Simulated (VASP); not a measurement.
# Si (P6/mmm) in VASP: a series of runs

The runs below take Si through single point, with PBE.

Everything below comes from runs of VASP 6.6.1. Logs are shortened: lines on timing, memory, paths and dates and some standing lists are left out, and cuts for length are marked.

**1. The cell of the first run**

It takes space group P6/mmm (No. 191, hexagonal). Conventional cell: a = 2.641 Å, b = 2.641 Å, c = 2.526 Å, α = 90.00°, β = 90.00°, γ = 120.00°. Si (site symmetry 6/mmm) has 8 Si at 2.53 to 2.64 Å within 3.3 Å.

This isn't the form of Si at room conditions, which is diamond.

**2. Single point, PBE**

Contents of INCAR:

```
SYSTEM = Si
PREC = Accurate
ENCUT = 520
EDIFF = 1E-6
ISMEAR = 0
SIGMA = 0.1
LREAL = .False.
LASPH = .True.
NELM = 80
ALGO = Normal
ISIF = 2
LWAVE = .False.
LCHARG = .True.
GGA = PE
LELF = .True.
LVHAR = .True.
NBANDS = 8
```

Contents of KPOINTS:

```
regular mesh
0
Gamma
  6 6 6
  0 0 0
```

Contents of POSCAR:

```
Si
1.0
    2.6409522191      0.0000000000      0.0000000000
   -1.3204761095      2.2871317119      0.0000000000
    0.0000000000      0.0000000000      2.5261626405
Si
1
Direct
    0.0000000000      0.0000000000      0.0000000000
```

Potentials or basis: VASP PAW PBE potentials, release 64 (Si).

Started as:

```sh
$ cat potpaw_PBE.64/Si/POTCAR > POTCAR
$ mpirun -np 1 vasp_std > vasp.out
```

OUTCAR:

```text
SYSTEM = Si
   PREC = Accurate
   ENCUT = 520
   EDIFF = 1E-6
   ISMEAR = 0
   LREAL = .False.
   LASPH = .True.
   NELM = 80
   ISIF = 2
   GGA = PE

 ion  position               nearest neighbor table
   1  0.000  0.000  0.000-

  LATTYP: Found a hexagonal cell.
 ALAT       =     2.6409522191
 C/A-ratio  =     0.9565347764

  Lattice vectors:

 A1 = (   2.6409522191,   0.0000000000,   0.0000000000)
 A2 = (  -1.3204761095,   2.2871317119,   0.0000000000)
 A3 = (   0.0000000000,   0.0000000000,   2.5261626405)

Analysis of symmetry for initial positions (statically):
=====================================================================
 Subroutine PRICEL returns:
 Original cell was already a primitive cell.

 Routine SETGRP: Setting up the symmetry group for a
 hexagonal supercell.

 Subroutine GETGRP returns: Found 24 space group operations
 (whereof 24 operations were pure point group operations)
 out of a pool of 24 trial point group operations.

The static configuration has the point symmetry D_6h.

Analysis of symmetry for dynamics (positions and initial velocities):
=====================================================================
 Subroutine PRICEL returns:
 Original cell was already a primitive cell.

 Routine SETGRP: Setting up the symmetry group for a
 hexagonal supercell.

 Subroutine GETGRP returns: Found 24 space group operations
 (whereof 24 operations were pure point group operations)
 out of a pool of 24 trial point group operations.

The dynamic configuration has the point symmetry D_6h.

 Subroutine INISYM returns: Found 24 space group operations
 (whereof 24 operations are pure point group operations),
 and found     1 'primitive' translations

----------------------------------------------------------------------------------------

                                     Primitive cell

  volume of cell :      15.2585

  direct lattice vectors                    reciprocal lattice vectors
     2.640952219  0.000000000  0.000000000     0.378651303  0.218614432  0.000000000
    -1.320476109  2.287131712  0.000000000     0.000000000  0.437228864  0.000000000
     0.000000000  0.000000000  2.526162640     0.000000000  0.000000000  0.395857331

  length of vectors
     2.640952219  2.640952219  2.526162640     0.437228864  0.437228864  0.395857331

  position of ions in fractional coordinates (direct lattice)
     0.000000000  0.000000000  0.000000000

[... 71 lines left out ...]
   LSORBIT =      F    spin-orbit coupling
   LASPH  =      T    aspherical Exc in radial PAW
   ENCUT  =  520.0 eV  38.22 Ry    6.18 a.u.   4.91  4.91  4.70*2*pi/ulx,y,z
   NELM   =     80;   NELMIN=  2; NELMDL= -5     # of ELM steps
   EDIFF  = 0.1E-05   stopping-criterion for ELM
   LREAL  =      F    real-space projection
   EDIFFG = 0.1E-04   stopping-criterion for IOM
   NSW    =      0    number of steps for IOM
   IBRION =     -1    ionic relax: 0-MD 1-quasi-New 2-CG
   NFREE  =      0    steps in history (QN), initial steepest desc. (CG)
   ISIF   =      2    stress and relaxation
   ISYM   =      2    0-nonsym 1-usesym 2-fastsym
   POTIM  = 0.5000    time-step for ionic-motion
   TEBEG  =    0.0;   TEEND  =   0.0 temperature during run
   PSTRESS=    0.0 pullay stress
   NELECT =       4.0000    total number of electrons
   NUPDOWN=      -1.0000    fix difference up-down
   EMIN   =  10.00;   EMAX   =-10.00  energy-range for DOS
   EFERMI =   0.00;   METHOD = LEGACY
   ISMEAR =     0;   SIGMA  =   0.10  broadening in eV -4-tet -1-fermi 0-gaus
   EFERMI_NEDOS =   21; number of points for ismear=-14 and -15
   IALGO  =     38    algorithm
   IMIX   =      4    mixing-type and parameters
     AMIX     =   0.40;   BMIX     =  1.00
     AMIX_MAG =   1.60;   BMIX_MAG =  1.00
  volume/ion in A,a.u.               =      15.26       102.97
  Fermi-wavevector in a.u.,A,eV,Ry     =   1.047749  1.979958 14.936169  1.097777
  Thomas-Fermi vector in A             =   2.182642
   LORBIT       =      0    0 simple, 1 ext, 2 COOP (PROOUT), +10 PAW based schemes
   GGA     = PE    functional components
   LHFCALC =     F    Hartree Fock is set to
   AEXX    =    0.0000 exact exchange contribution
   IVDW    =     0    specifies the selected vdW correction
   LEPSILON=     F    determine dielectric tensor
   LRPA    =     F    only Hartree local field effects (RPA)
 non-spin polarized calculation
 Gauss-broadening in eV      SIGMA  =   0.10
  energy-cutoff  :      520.00
  volume of cell :       15.26
 maximum number of plane-waves:       423
 NGX is ok and might be reduce to    20
   NGX =  9   NGY =  9   NGZ =  9

 number of electron       4.0000000 magnetization

 Free energy of the ion-electron system (eV)
  ---------------------------------------------------
  ext. energy  EPLUGINS =         0.00000000
  ---------------------------------------------------
  free energy    TOTEN  =        -5.09406806 eV

  energy without entropy =       -5.09371515  energy(sigma->0) =       -5.09389161

 E-fermi :   9.7183     XC(G=0): -10.9070

 val. band max:        9.5347372527   @ k =   0.3333   0.1667   0.0000
 cond. band min:       9.8317669009   @ k =   0.3333   0.3333   0.5000
 fundamental gap:      0.2970296482
 Fermi energy:         9.7182864849

 k-point     1 :       0.0000    0.0000    0.0000
  band No.  band energies     occupation
      1      -4.6059      2.00000
      2      16.4367      0.00000
      3      16.4812      0.00000
      4      19.4513      0.00000
      5      19.4513      0.00000
      6      21.5039      0.00000
      7      21.5039      0.00000
      8      26.8176      0.00000
[... 243 lines left out ...]
 k-point    24 :       0.3333    0.0000    0.5000
  band No.  band energies     occupation
      1       2.9428      2.00000
      2       4.9645      2.00000
      3      11.6466      0.00000
      4      14.4145      0.00000
      5      18.3338      0.00000
      6      21.8762      0.00000
      7      22.3246      0.00000
      8      25.9119      0.00000

 [... further k-points ...]
[... 5 lines left out ...]
  --------------------------------------------------------------------------------------
  -------------------------------------------------------------------------------------
  Total       -0.0086608     -0.0086608      0.0021234     -0.0000000      0.0000000      0.0000000
  in kB       -0.9094022     -0.9094022      0.2229653     -0.0000000      0.0000000      0.0000000
  external PRESSURE =      -0.5319463 kB  Pullay stress =       0.0000000 kB

 VOLUME and BASIS-vectors are now :
 -----------------------------------------------------------------------------
  energy-cutoff  :      520.00
  volume of cell :       15.26
      direct lattice vectors                 reciprocal lattice vectors
     2.640952219  0.000000000  0.000000000     0.378651303  0.218614432  0.000000000
    -1.320476109  2.287131712  0.000000000     0.000000000  0.437228864  0.000000000
     0.000000000  0.000000000  2.526162640     0.000000000  0.000000000  0.395857331

 POSITION                                       TOTAL-FORCE (eV/Angst)
 -----------------------------------------------------------------------------------
      0.00000      0.00000      0.00000        -0.000000      0.000000      0.000000
 -----------------------------------------------------------------------------------
    total drift:                               -0.000000     -0.000000     -0.000000

  FREE ENERGIE OF THE ION-ELECTRON SYSTEM (eV)
  ---------------------------------------------------
  free  energy   TOTEN  =        -5.0940680589 eV

  energy  without entropy=       -5.0937151528  energy(sigma->0) =       -5.09389161
```

OSZICAR:

```text
N       E                     dE             d eps       ncg     rms          rms(c)
DAV:   1    -0.257875754663E+01   -0.25788E+01   -0.18565E+03   456   0.387E+02
DAV:   2    -0.508286981099E+01   -0.25041E+01   -0.25006E+01   664   0.305E+01
DAV:   3    -0.509832715980E+01   -0.15457E-01   -0.15457E-01   576   0.243E+00
DAV:   4    -0.509834739581E+01   -0.20236E-04   -0.20235E-04   624   0.916E-02
DAV:   5    -0.509834741278E+01   -0.16970E-07   -0.17732E-07   584   0.154E-03    0.278E+00
DAV:   6    -0.509586741852E+01    0.24800E-02   -0.13554E-03   504   0.188E-01    0.159E+00
DAV:   7    -0.509405485615E+01    0.18126E-02   -0.32235E-03   504   0.294E-01    0.157E-01
DAV:   8    -0.509406766261E+01   -0.12806E-04   -0.30806E-05   672   0.449E-02    0.153E-02
DAV:   9    -0.509406805885E+01   -0.39625E-06   -0.76626E-07   464   0.550E-03
   1 F= -.50940681E+01 E0= -.50938916E+01  d E =-.352906E-03
```

stdout:

```text
POSCAR found type information on POSCAR Si
 POSCAR found :  1 types and       1 ions
 scaLAPACK will be used
 LDA part: xc-table for (Slater+PW92), standard interpolation
 POSCAR, INCAR and KPOINTS ok, starting setup
 FFT: planning ... GRIDC
 FFT: planning ... GRID_SOFT
 FFT: planning ... GRID
 WAVECAR not read
 entering main loop
```

Run time: 2.3 s. Hardware: 1 thread of AMD EPYC 7R13 (Zen 3), shared host; peak memory 0.09 GiB.

What came out:

```
Free energy            : -5.0941 eV
Pressure               : -0.1 GPa
Band gap on the k mesh : zero (bands 2 and 3 overlap by 11.59 eV)
```

Caveat: the k points lie up to 0.46 Å⁻¹ apart, too coarse for converged energies and pressures of a metal.

**3. Single point, PBE**

This run uses another cell than the first one, of 15.02 Å³/atom.

Contents of INCAR:

```
  PREC = Accurate
  ENCUT = 520
  EDIFF = 1E-6
  ISMEAR = 0
  SIGMA = 0.1
  LREAL = False
  LASPH = True
  NELM = 80
  ALGO = Normal
  ISIF = 2
  LWAVE = False
  LCHARG = False
  GGA = PE
  NBANDS = 8
```

Contents of KPOINTS:

```
Automatic mesh
0
Gamma
  9 9 6
```

Contents of POSCAR:

```
Si
1.0
    2.6611274087      0.0000000000      0.0000000000
   -1.3305637043      2.3046039386      0.0000000000
    0.0000000000      0.0000000000      2.4485948134
Si
1
Direct
    0.0000000000      0.0000000000      0.0000000000
```

Potentials or basis: VASP PAW PBE potentials, release 64 (Si).

Started as:

```sh
$ cat potpaw_PBE.64/Si/POTCAR > POTCAR
$ mpirun -np 1 vasp_std > vasp.out
```

OUTCAR:

```text
PREC = Accurate
   ENCUT = 520
   EDIFF = 1E-6
   ISMEAR = 0
   LREAL = False
   LASPH = True
   NELM = 80
   ISIF = 2
   GGA = PE

 ion  position               nearest neighbor table
   1  0.000  0.000  0.000-

  LATTYP: Found a hexagonal cell.
 ALAT       =     2.6611274087
 C/A-ratio  =     0.9201343782

  Lattice vectors:

 A1 = (   2.6611274087,   0.0000000000,   0.0000000000)
 A2 = (  -1.3305637043,   2.3046039386,   0.0000000000)
 A3 = (   0.0000000000,   0.0000000000,   2.4485948134)

Analysis of symmetry for initial positions (statically):
=====================================================================
 Subroutine PRICEL returns:
 Original cell was already a primitive cell.

 Routine SETGRP: Setting up the symmetry group for a
 hexagonal supercell.

 Subroutine GETGRP returns: Found 24 space group operations
 (whereof 24 operations were pure point group operations)
 out of a pool of 24 trial point group operations.

The static configuration has the point symmetry D_6h.

Analysis of symmetry for dynamics (positions and initial velocities):
=====================================================================
 Subroutine PRICEL returns:
 Original cell was already a primitive cell.

 Routine SETGRP: Setting up the symmetry group for a
 hexagonal supercell.

 Subroutine GETGRP returns: Found 24 space group operations
 (whereof 24 operations were pure point group operations)
 out of a pool of 24 trial point group operations.

The dynamic configuration has the point symmetry D_6h.

 Subroutine INISYM returns: Found 24 space group operations
 (whereof 24 operations are pure point group operations),
 and found     1 'primitive' translations

----------------------------------------------------------------------------------------

                                     Primitive cell

  volume of cell :      15.0169

  direct lattice vectors                    reciprocal lattice vectors
     2.661127409  0.000000000  0.000000000     0.375780580  0.216957019  0.000000000
[... 101 lines left out ...]
   IALGO  =     38    algorithm
   IMIX   =      4    mixing-type and parameters
     AMIX     =   0.40;   BMIX     =  1.00
     AMIX_MAG =   1.60;   BMIX_MAG =  1.00
  volume/ion in A,a.u.               =      15.02       101.34
  Fermi-wavevector in a.u.,A,eV,Ry     =   1.053340  1.990524 15.096003  1.109525
  Thomas-Fermi vector in A             =   2.188458
   LORBIT       =      0    0 simple, 1 ext, 2 COOP (PROOUT), +10 PAW based schemes
   GGA     = PE    functional components
   LHFCALC =     F    Hartree Fock is set to
   AEXX    =    0.0000 exact exchange contribution
   IVDW    =     0    specifies the selected vdW correction
   LEPSILON=     F    determine dielectric tensor
   LRPA    =     F    only Hartree local field effects (RPA)
 non-spin polarized calculation
 Gauss-broadening in eV      SIGMA  =   0.10
  energy-cutoff  :      520.00
  volume of cell :       15.02
 maximum number of plane-waves:       423
 NGX is ok and might be reduce to    20
   NGX =  9   NGY =  9   NGZ =  9

 number of electron       4.0000000 magnetization

 Free energy of the ion-electron system (eV)
  ---------------------------------------------------
  ext. energy  EPLUGINS =         0.00000000
  ---------------------------------------------------
  free energy    TOTEN  =        -5.15728548 eV

  energy without entropy =       -5.15595672  energy(sigma->0) =       -5.15662110

 E-fermi :   9.5335     XC(G=0): -10.9765

 val. band max:        9.3274210056   @ k =   0.2222   0.1111   0.0000
 cond. band min:       9.5871883755   @ k =   0.3333   0.2222   0.5000
 fundamental gap:      0.2597673699
 Fermi energy:         9.5334595491

 k-point     1 :       0.0000    0.0000    0.0000
  band No.  band energies     occupation
      1      -4.5360      2.00000
      2      17.0717      0.00000
      3      17.9306      0.00000
      4      19.0869      0.00000
      5      19.0869      0.00000
      6      21.3462      0.00000
      7      21.3462      0.00000
      8      26.6114      0.00000
[... 243 lines left out ...]
 k-point    24 :       0.3333    0.3333    0.1667
  band No.  band energies     occupation
      1       4.0500      2.00000
      2       5.4727      2.00000
      3       5.4727      2.00000
      4      18.4914      0.00000
      5      21.6694      0.00000
      6      21.6694      0.00000
      7      29.1600      0.00000
      8      29.1600      0.00000

 [... further k-points ...]
[... 5 lines left out ...]
  --------------------------------------------------------------------------------------
  -------------------------------------------------------------------------------------
  Total       -0.0030289     -0.0030289     -0.0047279     -0.0000000      0.0000000      0.0000000
  in kB       -0.3231545     -0.3231545     -0.5044277     -0.0000000      0.0000000      0.0000000
  external PRESSURE =      -0.3835789 kB  Pullay stress =       0.0000000 kB

 VOLUME and BASIS-vectors are now :
 -----------------------------------------------------------------------------
  energy-cutoff  :      520.00
  volume of cell :       15.02
      direct lattice vectors                 reciprocal lattice vectors
     2.661127409  0.000000000  0.000000000     0.375780580  0.216957019  0.000000000
    -1.330563704  2.304603939  0.000000000     0.000000000  0.433914038  0.000000000
     0.000000000  0.000000000  2.448594813     0.000000000  0.000000000  0.408397500

 POSITION                                       TOTAL-FORCE (eV/Angst)
 -----------------------------------------------------------------------------------
      0.00000      0.00000      0.00000         0.000000      0.000000      0.000000
 -----------------------------------------------------------------------------------
    total drift:                               -0.000000     -0.000000      0.000000

  FREE ENERGIE OF THE ION-ELECTRON SYSTEM (eV)
  ---------------------------------------------------
  free  energy   TOTEN  =        -5.1572854818 eV

  energy  without entropy=       -5.1559567214  energy(sigma->0) =       -5.15662110
```

stdout:

```text
POSCAR found type information on POSCAR Si
 POSCAR found :  1 types and       1 ions
 scaLAPACK will be used
 LDA part: xc-table for (Slater+PW92), standard interpolation
 POSCAR, INCAR and KPOINTS ok, starting setup
 FFT: planning ... GRIDC
 FFT: planning ... GRID_SOFT
 FFT: planning ... GRID
 WAVECAR not read
 entering main loop
```

Run time: 2.9 s. Hardware: 1 thread of AMD EPYC 7R13 (Zen 3), shared host; peak memory 0.09 GiB.

Results:

```
Free energy            : -5.1573 eV
Pressure               : 0.0 GPa
Band gap on the k mesh : zero (bands 2 and 3 overlap by 12.20 eV)
```

Caveat: the k points lie up to 0.43 Å⁻¹ apart, too coarse for converged energies and pressures of a metal.
